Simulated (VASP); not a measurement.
# C (a cell with a defect) in VASP: settings compared

The runs below take C (a cell with a defect) through single point, with PBEsol, HSE06.

Everything below comes from runs of VASP 6.6.1. Logs are shortened: lines on timing, memory, paths and dates and some standing lists are left out, and cuts for length are marked.

### 1 The cell of the first run

The cell holds a defect, 65 atoms: a = 7.108 Å, b = 7.108 Å, c = 7.108 Å, α = 90.00°, β = 90.00°, γ = 90.00°.

### 2 Single point, PBEsol, collinear spin

File INCAR:

```
ALGO = Normal
EDIFF = 1E-7
ENCUT = 520
GGA = PS
ISIF = 2
ISMEAR = -1
ISPIN = 2
ISYM = 0
LASPH = True
LCHARG = False
LORBIT = 11
LREAL = Auto
LWAVE = False
MAGMOM = 0 0 0 0 0 0 0 0.167 0 0 0 0 0 0 0 0.167 0 0 0 0 0 0 0 0 0 0.167 0 0 0 0 0 0 0 0 0 0 0 0 0 0 0 0 0.167 0 0 0 0 0 0 0 0 0 0 0 0 0 0 0 0 0 0.167 0 0 0 0.167
NBANDS = 172
NELECT = 261.0
NELM = 150
PREC = Accurate
SIGMA = 0.05
```

File KPOINTS:

```
Automatic mesh
0
Gamma
  1 1 1
  0.25 0.25 0.25
```

File POSCAR:

```
C
1.0
    7.1076060000      0.0000000000      0.0000000000
    0.0000000000      7.1076060000      0.0000000000
    0.0000000000      0.0000000000      7.1076060000
C
65
Direct
    0.0002020000      0.9999030000      0.0000790000
    0.0000260000      0.9998790000      0.4997640000
    0.0002020000      0.5000110000      0.9999830000
    0.0002260000      0.4998670000      0.5000510000
    0.4998730000      0.9999170000      0.9999420000
    0.4999280000      0.9999410000      0.4999430000
    0.5000430000      0.4998630000      0.0002010000
    0.4993440000      0.4092670000      0.4988700000
    0.1252630000      0.1263660000      0.1252380000
    0.1206360000      0.1220490000      0.6254830000
    0.1259540000      0.6247470000      0.1260390000
    0.1287020000      0.6241270000      0.6223060000
    0.6253400000      0.1207900000      0.1194550000
    0.6275170000      0.1197010000      0.6275990000
    0.6233020000      0.6251770000      0.1266050000
    0.6279690000      0.6554490000      0.6361850000
    0.2502450000      0.2505490000      0.0011820000
    0.2447980000      0.2402520000      0.5022270000
    0.2499900000      0.7492130000      0.9990840000
    0.2448120000      0.7600400000      0.4973640000
    0.7500300000      0.2504260000      0.9987420000
    0.7552480000      0.2397050000      0.4972460000
    0.7500390000      0.7492380000      0.0012950000
    0.7551810000      0.7596280000      0.5027130000
    0.3776680000      0.3749900000      0.1265860000
    0.3725050000      0.3451210000      0.6351480000
    0.3752900000      0.8795250000      0.1198270000
    0.3731040000      0.8807820000      0.6277420000
    0.8748250000      0.3755180000      0.1260310000
    0.8720600000      0.3761370000      0.6222630000
    0.8756160000      0.8739480000      0.1252770000
    0.8799100000      0.8780630000      0.6254370000
    0.2479790000      0.9990970000      0.2480030000
    0.2477300000      0.0009400000      0.7518380000
    0.2557920000      0.5031100000      0.2545370000
    0.2556850000      0.4964260000      0.7461980000
    0.7520960000      0.0007050000      0.2477760000
    0.7522620000      0.9989660000      0.7520770000
    0.7449930000      0.4960420000      0.2539380000
    0.7443870000      0.5034790000      0.7458710000
    0.3731690000      0.1194910000      0.3727560000
    0.3753610000      0.1210680000      0.8806970000
    0.3718520000      0.6558060000      0.3653480000
    0.3773970000      0.6253150000      0.8745040000
    0.8798990000      0.1220620000      0.3750350000
    0.8756100000      0.1262850000      0.8752860000
    0.8722380000      0.6239270000      0.3782140000
    0.8748210000      0.6247060000      0.8745420000
    0.0020050000      0.2510490000      0.2506950000
    0.9982390000      0.2511350000      0.7492520000
    0.9983390000      0.7486510000      0.2507310000
    0.0020660000      0.7486490000      0.7492890000
    0.5010660000      0.2373650000      0.2407570000
    0.4993070000      0.2374580000      0.7586600000
    0.4991380000      0.7622470000      0.2411840000
    0.5010620000      0.7624790000      0.7595070000
    0.1287430000      0.3762320000      0.3783550000
    0.1262220000      0.3755550000      0.8744500000
    0.1208590000      0.8784310000      0.3749790000
    0.1251630000      0.8740150000      0.8753360000
    0.6284170000      0.3441010000      0.3648280000
    0.6233200000      0.3750070000      0.8740830000
    0.6274670000      0.8806180000      0.3728710000
    0.6252670000      0.8793080000      0.8808930000
    0.5009310000      0.5911570000      0.4993600000
```

Potentials or basis: VASP PAW PBE potentials, release 64 (C).

On the command line:

```
$ cat potpaw_PBE.64/C/POTCAR > POTCAR
$ mpirun -np 1 vasp_std > vasp.out
```

OUTCAR:

```text
EDIFF = 1E-7
   ENCUT = 520
   GGA = PS
   ISIF = 2
   ISMEAR = -1
   ISPIN = 2
   ISYM = 0
   LASPH = True
   LORBIT = 11
   LREAL = Auto
   NELECT = 261.0
   NELM = 150
   PREC = Accurate

 ion  position               nearest neighbor table
   1  0.000  1.000  0.000-  60 1.54  31 1.54  46 1.54   9 1.55
   2  0.000  1.000  0.500-  45 1.51  59 1.51  32 1.51  10 1.51
   3  0.000  0.500  1.000-  48 1.54  29 1.54  58 1.54  11 1.55
   4  0.000  0.500  0.500-  57 1.53  47 1.53  30 1.54  12 1.54
   5  0.500  1.000  1.000-  27 1.50  42 1.50  64 1.50  13 1.50
   6  0.500  1.000  0.500-  41 1.53  28 1.53  63 1.54  14 1.54
   7  0.500  0.500  0.000-  25 1.53  44 1.53  62 1.54  15 1.54
   8  0.499  0.409  0.499-  65 1.29  26 1.40  61 1.40
   9  0.125  0.126  0.125-  33 1.53  17 1.53  49 1.53   1 1.55
  10  0.121  0.122  0.625-  18 1.50   2 1.51  34 1.54  50 1.54
  11  0.126  0.625  0.126-  19 1.54  51 1.54   3 1.55  35 1.56
  12  0.129  0.624  0.622-   4 1.54  20 1.55  52 1.55  36 1.55
  13  0.625  0.121  0.119-  53 1.49   5 1.50  21 1.54  37 1.54
  14  0.628  0.120  0.628-  38 1.52   6 1.54  54 1.55  22 1.55
[... 48 lines left out ...]
  63  0.627  0.881  0.373-  37 1.52   6 1.54  24 1.55  55 1.55
  64  0.625  0.879  0.881-  56 1.49   5 1.50  23 1.54  38 1.54
  65  0.501  0.591  0.499-   8 1.29  43 1.40  16 1.40

IMPORTANT INFORMATION: All symmetrisations will be switched off!
NOSYMM: (Re-)initialisation of all symmetry stuff for point group C_1.

----------------------------------------------------------------------------------------

                                     Primitive cell

  volume of cell :     359.0625

  direct lattice vectors                    reciprocal lattice vectors
     7.107606000  0.000000000  0.000000000     0.140694349  0.000000000  0.000000000
     0.000000000  7.107606000  0.000000000     0.000000000  0.140694349  0.000000000
     0.000000000  0.000000000  7.107606000     0.000000000  0.000000000  0.140694349

  length of vectors
     7.107606000  7.107606000  7.107606000     0.140694349  0.140694349  0.140694349

  position of ions in fractional coordinates (direct lattice)
     0.000202000  0.999903000  0.000079000
     0.000026000  0.999879000  0.499764000
     0.000202000  0.500011000  0.999983000
     0.000226000  0.499867000  0.500051000
     0.499873000  0.999917000  0.999942000
     0.499928000  0.999941000  0.499943000
[... 57 lines left out ...]
     0.625267000  0.879308000  0.880893000
     0.500931000  0.591157000  0.499360000

  ion indices of the primitive-cell ions
   primitive index   ion index
                 1           1
                 2           2
                 3           3
                 4           4
                 5           5
                 6           6
[... 57 lines left out ...]
                64          64
                65          65

----------------------------------------------------------------------------------------

 KPOINTS: Automatic mesh

Automatic generation of k-mesh.
 Grid dimensions read from file:
 generate k-points for:    1    1    1

 Generating k-lattice:

  Cartesian coordinates                     Fractional coordinates (reciprocal lattice)
     0.140694349  0.000000000  0.000000000     1.000000000  0.000000000  0.000000000
     0.000000000  0.140694349  0.000000000     0.000000000  1.000000000  0.000000000
     0.000000000  0.000000000  0.140694349     0.000000000  0.000000000  1.000000000

  Length of vectors
     0.140694349  0.140694349  0.140694349

  Shift w.r.t. Gamma in fractional coordinates (k-lattice)
     0.250000000  0.250000000  0.250000000

 Subroutine IBZKPT returns following result:
 ===========================================

 Found      4 irreducible k-points:
[... 17 lines left out ...]
   ISTART =      0    job   : 0-new  1-cont  2-samecut
   ICHARG =      2    charge: 1-file 2-atom 10-const
   ISPIN  =      2    spin polarized calculation?
   LNONCOLLINEAR =      F non collinear calculations
   LSORBIT =      F    spin-orbit coupling
   LASPH  =      T    aspherical Exc in radial PAW
   ENCUT  =  520.0 eV  38.22 Ry    6.18 a.u.  13.22 13.22 13.22*2*pi/ulx,y,z
   NELM   =    150;   NELMIN=  2; NELMDL= -5     # of ELM steps
   EDIFF  = 0.1E-06   stopping-criterion for ELM
   LREAL  =      T    real-space projection
   EDIFFG = 0.1E-05   stopping-criterion for IOM
   NSW    =      0    number of steps for IOM
   IBRION =     -1    ionic relax: 0-MD 1-quasi-New 2-CG
   NFREE  =      0    steps in history (QN), initial steepest desc. (CG)
   ISIF   =      2    stress and relaxation
   ISYM   =      0    0-nonsym 1-usesym 2-fastsym
   POTIM  = 0.5000    time-step for ionic-motion
   TEBEG  =    0.0;   TEEND  =   0.0 temperature during run
   PSTRESS=    0.0 pullay stress
   NELECT =     261.0000    total number of electrons
   NUPDOWN=      -1.0000    fix difference up-down
   EMIN   =  10.00;   EMAX   =-10.00  energy-range for DOS
   EFERMI =   0.00;   METHOD = LEGACY
   ISMEAR =    -1;   SIGMA  =   0.05  broadening in eV -4-tet -1-fermi 0-gaus
   EFERMI_NEDOS =   21; number of points for ismear=-14 and -15
   IALGO  =     38    algorithm
   IMIX   =      4    mixing-type and parameters
     AMIX     =   0.40;   BMIX     =  1.00
     AMIX_MAG =   1.60;   BMIX_MAG =  1.00
  volume/ion in A,a.u.               =       5.52        37.28
  Fermi-wavevector in a.u.,A,eV,Ry     =   1.471968  2.781616 29.479598  2.166689
  Thomas-Fermi vector in A             =   2.587039
   LORBIT       =     11    0 simple, 1 ext, 2 COOP (PROOUT), +10 PAW based schemes
   GGA     = PS    functional components
   LHFCALC =     F    Hartree Fock is set to
   AEXX    =    0.0000 exact exchange contribution
   IVDW    =     0    specifies the selected vdW correction
   LEPSILON=     F    determine dielectric tensor
   LRPA    =     F    only Hartree local field effects (RPA)
 spin polarized calculation
  energy-cutoff  :      520.00
  volume of cell :      359.06
 maximum number of plane-waves:      9651
 NGX is ok and might be reduce to    54
   NGX = 27   NGY = 27   NGZ = 27

 number of electron     260.9999992 magnetization       0.9994849

 Free energy of the ion-electron system (eV)
  ---------------------------------------------------
  ext. energy  EPLUGINS =         0.00000000
  ---------------------------------------------------
  free energy    TOTEN  =      -600.97175750 eV

  energy without entropy =     -600.96093466  energy(sigma->0) =     -600.96634608

 E-fermi :  13.1264     XC(G=0): -13.5833

 val. band max:       12.9403454990   @ k =   0.2500  -0.2500   0.2500
 cond. band min:      13.3126627941   @ k =   0.2500  -0.2500   0.2500
 fundamental gap:      0.3723172952
 Fermi energy:        13.1263944262

 spin component 1

 k-point     1 :       0.2500    0.2500    0.2500
  band No.  band energies     occupation
      1     -11.4434      1.00000
      2     -10.3005      1.00000
      3     -10.2862      1.00000
      4     -10.2543      1.00000
      5      -9.1592      1.00000
      6      -9.1375      1.00000
[... 569 lines left out ...]
    141      16.3121      0.00000
    142      16.4496      0.00000
 Fermi energy:        13.1263944262

 spin component 2

 k-point     1 :       0.2500    0.2500    0.2500
  band No.  band energies     occupation
      1     -11.4226      1.00000
      2     -10.2891      1.00000
      3     -10.2681      1.00000
      4     -10.2139      1.00000
      5      -9.1457      1.00000
      6      -9.0983      1.00000
[... 569 lines left out ...]
    141      16.3305      0.00000
    142      16.4653      0.00000
 [bands above 142 left out]

------------------------ aborting loop because EDIFF is reached ----------------------------------------

  FORCE on cell =-STRESS in cart. coord.  units (eV):
  Direction    XX          YY          ZZ          XY          YZ          ZX
  --------------------------------------------------------------------------------------
  -------------------------------------------------------------------------------------
  Total       24.8419775     79.7765358     38.8499623     -0.4906894     -0.2014162     -0.3102779
  in kB      110.8477062    355.9719027    173.3529149     -2.1895114     -0.8987418     -1.3844950
  external PRESSURE =     213.3908413 kB  Pullay stress =       0.0000000 kB

 VOLUME and BASIS-vectors are now :
 -----------------------------------------------------------------------------
  energy-cutoff  :      520.00
  volume of cell :      359.06
      direct lattice vectors                 reciprocal lattice vectors
     7.107606000  0.000000000  0.000000000     0.140694349  0.000000000  0.000000000
     0.000000000  7.107606000  0.000000000     0.000000000  0.140694349  0.000000000
     0.000000000  0.000000000  7.107606000     0.000000000  0.000000000  0.140694349

 POSITION                                       TOTAL-FORCE (eV/Angst)
 -----------------------------------------------------------------------------------
      0.00144      7.10692      0.00056         0.050053      0.063740      0.051955
      0.00018      7.10675      3.55213         0.072816      0.070783      0.135525
      0.00144      3.55388      7.10749         0.065341      0.014209      0.065588
      0.00161      3.55286      3.55417         0.053487      0.064839      0.078553
      3.55290      7.10702      7.10719         0.115118      0.070915      0.059882
      3.55329      7.10719      3.55340         0.109184      0.049369      0.086469
[... 57 lines left out ...]
      4.44415      6.24977      6.26104        -0.039306     -0.030865     -0.046605
      3.56042      4.20171      3.54925         0.043457      0.053447      0.129926
 -----------------------------------------------------------------------------------
    total drift:                                0.008813     -0.026249      0.008614

  FREE ENERGIE OF THE ION-ELECTRON SYSTEM (eV)
  ---------------------------------------------------
  free  energy   TOTEN  =      -600.9717574976 eV

  energy  without entropy=     -600.9609346573  energy(sigma->0) =     -600.96634608

 total charge

# of ion       s       p       d       tot
------------------------------------------
    1        0.827   1.752   0.000   2.579
    2        0.837   1.819   0.000   2.656
    3        0.825   1.750   0.000   2.576
    4        0.828   1.762   0.000   2.589
    5        0.841   1.839   0.000   2.680
    6        0.827   1.766   0.000   2.593
[... 57 lines left out ...]
   64        0.837   1.804   0.000   2.640
   65        0.891   2.059   0.000   2.950
--------------------------------------------------
tot         54.148 115.580   0.000 169.728

 magnetization (x)

# of ion       s       p       d       tot
------------------------------------------
    1        0.000   0.000   0.000   0.000
    2        0.002   0.007   0.000   0.009
    3       -0.000  -0.000   0.000  -0.000
    4       -0.000   0.001   0.000   0.001
    5       -0.000  -0.000   0.000  -0.000
    6        0.000   0.001   0.000   0.001
[... 57 lines left out ...]
   64        0.000   0.001   0.000   0.001
   65        0.007   0.193   0.000   0.200
--------------------------------------------------
tot          0.076   0.518   0.000   0.594
```

Wall time 37 min (1 thread of Intel Xeon 8259CL, shared host); peak memory 0.65 GiB.

Results:

| Item | Value |
| --- | --- |
| Free energy | -600.9718 eV |
| Largest force | 0.262 eV/Å |
| Net moment | 1.00 μB per cell |
| Site moments | C +0.00, +0.01, -0.00, +0.20, +0.02 (each value once) μB |
| Valence electrons inside the program's atomic spheres | C 2.58, 2.66, 2.59, 2.68, 2.95, 2.60, 2.63, 2.57, 2.56, 2.64, 2.69, 2.61, 2.54, 2.70 (each value once) |

Forces in eV/Å, atoms in the order of the input:
```
C    0.050  0.064  0.052
C    0.073  0.071  0.136
C    0.065  0.014  0.066
C    0.053  0.065  0.079
C    0.115  0.071  0.060
C    0.109  0.049  0.086
C    0.108  0.067  0.055
C    0.096 -0.043  0.029
C   -0.083 -0.079 -0.068
C   -0.059 -0.035 -0.140
C   -0.050 -0.086 -0.027
C   -0.071 -0.060 -0.050
C   -0.087 -0.074 -0.070
C   -0.064 -0.109 -0.082
C   -0.066 -0.081 -0.075
C    0.068 -0.073 -0.243
C    0.073  0.090  0.059
C    0.089 -0.009  0.172
C    0.104  0.093  0.053
C    0.038  0.051  0.149
C    0.093  0.089  0.077
C    0.089  0.103  0.131
C    0.083  0.055  0.052
C    0.069  0.068  0.069
C   -0.111 -0.062 -0.079
C   -0.162 -0.122 -0.005
C   -0.055 -0.111 -0.092
C   -0.056 -0.081 -0.069
C   -0.053 -0.088 -0.105
C   -0.086 -0.040 -0.088
C   -0.080 -0.066 -0.077
C   -0.063 -0.037 -0.076
C    0.065  0.047  0.059
C    0.109  0.062  0.124
C    0.022  0.155  0.000
C    0.083  0.071 -0.025
C    0.109  0.083  0.111
C    0.066  0.050  0.048
C   -0.024  0.089  0.124
C    0.103  0.024  0.095
C   -0.073 -0.003 -0.064
C   -0.075 -0.082 -0.098
C    0.002 -0.041 -0.144
C   -0.063 -0.063 -0.087
C   -0.068 -0.107 -0.113
C   -0.070 -0.072 -0.067
C   -0.098 -0.053 -0.033
C   -0.104 -0.046 -0.088
C    0.069  0.094  0.075
C    0.064  0.066  0.071
C    0.050  0.067  0.081
C    0.043  0.069  0.069
C    0.069  0.015  0.098
C    0.065  0.121  0.125
C    0.048  0.098  0.032
C   -0.058  0.028  0.011
C   -0.100 -0.082 -0.098
C   -0.115 -0.059 -0.049
C   -0.107 -0.102 -0.060
C   -0.074 -0.068 -0.078
C   -0.008  0.053 -0.059
C   -0.094 -0.061 -0.069
C   -0.070 -0.072 -0.048
C   -0.039 -0.031 -0.047
C    0.043  0.053  0.130
```

Caveat: the cell carries a net charge on a neutralising background, which shifts energy and pressure; the cell is charged against a uniform background, so pressure and absolute levels hang on convention; the PAW data sets were made with another functional, which shifts forces and pressure a little.

(Part 1 of 2 ends here.)
